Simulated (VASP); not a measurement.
Write the native input for VASP 6.6.1 that does the following.

```yaml
Task: single point
Functional: PBE
Potentials_or_basis: VASP PAW PBE potentials, release 64 (Zn, S)
Cutoff: 520 eV
k_mesh: 4 × 4 × 4
Occupations: gaussian, width 0.1 eV
Spin: no spin polarisation
Dipole_correction: no
Further_INCAR_settings: ALGO = Normal; EDIFF = 1e-06; NBANDS = 39
```

The structure of Zn2S lies in POSCAR:

```
Zn2S
1.0
   -3.2005276100      3.2005276100      2.4532527500
    3.2005276100     -3.2005276100      2.4532527500
    3.2005276100      3.2005276100     -2.4532527500
Zn S
4 2
Direct
    0.6575000300      0.8424999700      0.5000000000
    0.1575000300      0.6575000300      0.8150000600
    0.3424999700      0.1575000300      0.5000000000
    0.8424999700      0.3424999700      0.1849999400
    0.0000000000      0.0000000000      0.0000000000
    0.5000000000      0.5000000000      0.0000000000
```

The input as run:

INCAR

```
ALGO = Normal ; EDIFF = 1E-6
ENCUT = 520 ; GGA = PE
ISIF = 2 ; ISMEAR = 0
LASPH = T ; LCHARG = F
LREAL = F ; LWAVE = F
NBANDS = 39 ; NELM = 100
PREC = Accurate ; SIGMA = 0.1
```

KPOINTS

```
k-points
0
Gamma
  4 4 4
```

Potentials or basis: VASP PAW PBE potentials, release 64 (Zn, S).

Command:

```console
$ cat potpaw_PBE.64/Zn/POTCAR potpaw_PBE.64/S/POTCAR > POTCAR
$ mpirun -np 1 vasp_std > vasp.out
```

It gave:

| Item | Value |
| --- | --- |
| Pressure | 3.1 GPa |
| Largest force | 1.178 eV/Å |
| Band gap on the k mesh | zero (band 30 reaches 5.04 eV, above the bottom of band 31 at 3.73 eV) |

Caveat: the k points lie up to 0.40 Å⁻¹ apart; forces of over 1 eV/Å act on the atoms, so gaps and moduli don't describe the material at rest.

Wall time 25 s on 1 thread of Intel(R) Xeon(R) 6975P-C (Granite Rapids), with other jobs on the host, peak memory 0.24 GiB.
